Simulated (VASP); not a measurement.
# GaGe (F-43m) in VASP: settings compared, part 2 of 2

VASP 6.6.1.

### 4 Single point, PBEsol+D4

This run uses another cell than the first one, of 22.67 Å³/atom.

Input file INCAR:

```
  ALGO = Normal
  EDIFF = 1E-6
  ENCUT = 520
  GGA = PS
  ISIF = 2
  ISMEAR = -1
  IVDW = 13
  LASPH = True
  LCHARG = False
  LREAL = False
  LWAVE = False
  NBANDS = 20
  NELM = 100
  PREC = Accurate
  SIGMA = 0.05
```

Input file KPOINTS:

```
k-points
0
Gamma
  8 8 8
```

Input file POSCAR:

```
GaGe
1.0
    0.0000000000      2.8303940781      2.8303940781
    2.8303940781      0.0000000000      2.8303940781
    2.8303940781      2.8303940781      0.0000000000
Ge Ga
1 1
Direct
    0.0000000000      0.0000000000      0.0000000000
    0.2500000000      0.2500000000      0.2500000000
```

Launch:

```bash
$ cat potpaw_PBE.64/Ge_d/POTCAR potpaw_PBE.64/Ga_d/POTCAR > POTCAR
$ mpirun -np 1 vasp_std > vasp.out
```

Wall time 23 s (1 thread of Intel Xeon 8259CL, shared host); peak memory 0.18 GiB.

It converged, with:

```yaml
Free_energy: -8.3291 eV
Pressure: 0.0 GPa
Band_gap_on_the_k_mesh: zero (an odd number of electrons rules out a gap without spin polarisation)
Dispersion_energy_per_atom: -0.208 eV
```

Levels at points of the mesh, in eV from the Fermi level:
| k point | band 12 | band 13 | band 14 | band 15 | band 16 | band 17 |
| --- | --- | --- | --- | --- | --- | --- |
| (0.00, 0.00, 0.00) | 1.85 | 1.85 | 1.85 | 2.75 | 4.52 | 4.52 |
| (0.50, 0.00, 0.00) | -5.62 | 0.42 | 0.42 | 2.37 | 5.49 | 5.49 |
| (0.50, 0.50, 0.00) | -5.99 | -1.36 | -1.36 | 2.29 | 2.45 | 11.71 |

Caveat: the PAW data sets were made with another functional, which shifts forces and pressure a little.

### 5 Single point, PBEsol+D3(BJ)

This run uses another cell than the first one, of 24.33 Å³/atom.

Input file INCAR:

```
PREC = Accurate
ENCUT = 520
EDIFF = 1E-6
ISMEAR = -1
SIGMA = 0.05
LREAL = False
LASPH = True
NELM = 80
ALGO = Normal
ISIF = 2
LWAVE = False
LCHARG = True
GGA = PS
IVDW = 12
LELF = True
LVHAR = True
NBANDS = 20
```

Input file KPOINTS:

```
regular mesh
0
Gamma
  8 8 8
```

Input file POSCAR:

```
GaGe
1.0
    0.0000000000      2.8978440000      2.8978440000
    2.8978440000      0.0000000000      2.8978440000
    2.8978440000      2.8978440000      0.0000000000
Ge Ga
1 1
Direct
    0.0000000000      0.0000000000      0.0000000000
    0.2500000000      0.2500000000      0.2500000000
```

Launch:

```bash
$ cat potpaw_PBE.64/Ge_d/POTCAR potpaw_PBE.64/Ga_d/POTCAR > POTCAR
$ mpirun -np 1 vasp_std > vasp.out
```

Run time: 24 s. Hardware: 1 thread of Intel Xeon 8259CL, shared host; peak memory 0.19 GiB.

The run converged. Its results:

```yaml
Free_energy: -8.3860 eV
Pressure: -3.9 GPa
Band_gap_on_the_k_mesh: zero (an odd number of electrons rules out a gap without spin polarisation)
Dispersion_energy_per_atom: -0.243 eV
```

Levels at points of the mesh, in eV from the Fermi level:
| k point | band 10 | band 11 | band 12 | band 13 | band 14 | band 15 | band 16 | band 17 | band 18 | band 19 |
| --- | --- | --- | --- | --- | --- | --- | --- | --- | --- | --- |
| (0.00, 0.00, 0.00) | -14.24 | -10.54 | 1.69 | 1.69 | 1.69 | 2.04 | 4.36 | 4.36 | 4.36 | 7.55 |
| (0.50, 0.00, 0.00) | -14.24 | -8.58 | -5.38 | 0.39 | 0.39 | 2.02 | 5.33 | 5.33 | 8.07 | 11.34 |
| (0.50, 0.50, 0.00) | -14.23 | -7.52 | -5.82 | -1.25 | -1.25 | 2.26 | 2.38 | 11.01 | 11.01 | 12.17 |

Caveat: three body term missing; the cell stands under tension; the PAW data sets were made with another functional, which shifts forces and pressure a little.

### 6 Relaxation of cell and atoms, PBEsol+D3(BJ)

This run uses another cell than the first one, of 24.33 Å³/atom.

Input file INCAR:

```
ALGO = Normal ; EDIFF = 1E-7
EDIFFG = -0.01 ; ENCUT = 600
GGA = PS ; IBRION = 2
ISIF = 3 ; ISMEAR = -1
IVDW = 12 ; LASPH = True
LCHARG = False ; LREAL = False
LWAVE = False ; NELM = 80
NSW = 60 ; PREC = Accurate
SIGMA = 0.05
```

Input file KPOINTS:

```
k-points
0
Gamma
  8 8 8
```

POSCAR is that of step 5.

Potentials or basis: VASP PAW PBE potentials, release 64 (Ge_d, Ga_d).

Launch:

```bash
$ cat potpaw_PBE.64/Ge_d/POTCAR potpaw_PBE.64/Ga_d/POTCAR > POTCAR
$ mpirun -np 1 vasp_std > vasp.out
```

Wall time 75 s (1 thread of Intel Xeon 8259CL, shared host); peak memory 0.24 GiB.

The run converged. Its results:

| Property | Result |
| --- | --- |
| Free energy | -8.4345 eV |
| Relaxed volume | 22.49 Å³/atom |
| Relaxed cell | a = 3.992 Å, b = 3.992 Å, c = 3.992 Å, α = 60.00°, β = 60.00°, γ = 60.00° |
| Space group after relaxing (to 0.1 Å) | F-43m (No. 216) |
| Energy gained by relaxing | 24.3 meV/atom |
| Ionic steps | 3 |
| Pressure after relaxing | 0.0 GPa |
| Band gap on the k mesh | zero (an odd number of electrons rules out a gap without spin polarisation) |
| Dispersion energy per atom | -0.262 eV |

Step by step:
```tsv
step	energy change (eV)	largest force (eV/Å)	pressure (GPa)	volume (Å³)
1	0.0000	0.0000	-3.95	48.67
2	-0.0479	0.0000	0.57	44.57
3	-0.0486	0.0000	0.02	44.98
```

Final structure:
```
CELL_PARAMETERS angstrom
0.00000 2.82272 2.82272
2.82272 0.00000 2.82272
2.82272 2.82272 0.00000
ATOMIC_POSITIONS crystal
Ge 0.00000 0.00000 0.00000
Ga 0.25000 0.25000 0.25000
```

Levels at points of the mesh, in eV from the Fermi level:
| k point | band 11 | band 12 | band 13 | band 14 | band 15 | band 16 | band 17 |
| --- | --- | --- | --- | --- | --- | --- | --- |
| (0.00, 0.00, 0.00) | -10.99 | 1.86 | 1.86 | 1.86 | 2.83 | 4.53 | 4.53 |
| (0.50, 0.00, 0.00) | -8.81 | -5.65 | 0.43 | 0.43 | 2.42 | 5.51 | 5.51 |
| (0.50, 0.50, 0.00) | -7.63 | -6.02 | -1.38 | -1.38 | 2.29 | 2.45 | 11.79 |

Caveat: the PAW data sets were made with another functional, which shifts forces and pressure a little.

### 7 Summary

| task | level | cell | cutoff (eV) | gap on the mesh (eV) | pressure (GPa) |
| --- | --- | --- | --- | --- | --- |
| single point | PBEsol+D3(BJ) | a = 3.993 Å, angles 60.0°, 2 atoms | 520 | none | 0.0 |
| single point | PBEsol+D3(BJ) | a = 3.997 Å, angles 60.0°, 2 atoms | 520 | none | -0.2 |
| single point | PBEsol+D4 | a = 4.003 Å, angles 60.0°, 2 atoms | 520 | none | 0.0 |
| single point | PBEsol+D3(BJ) | a = 4.098 Å, angles 60.0°, 2 atoms | 520 | none | -3.9 |
| relaxation of cell and atoms | PBEsol+D3(BJ) | relaxed from a = 4.098 Å, angles 60.0°, 2 atoms | 600 | none | 0.0 |

Alike in all rows: potentials or basis VASP PAW PBE potentials, release 64 (Ge_d, Ga_d); no spin polarisation; k mesh 8 × 8 × 8; smearing fermi-dirac 0.05 eV.

Caveats: the PAW data sets were made with another functional, which shifts forces and pressure a little; three body term missing (at least some runs); the cell stands under tension (at least some runs).

Total energies depend on the potentials used, so only differences within one code and one set of settings carry meaning.
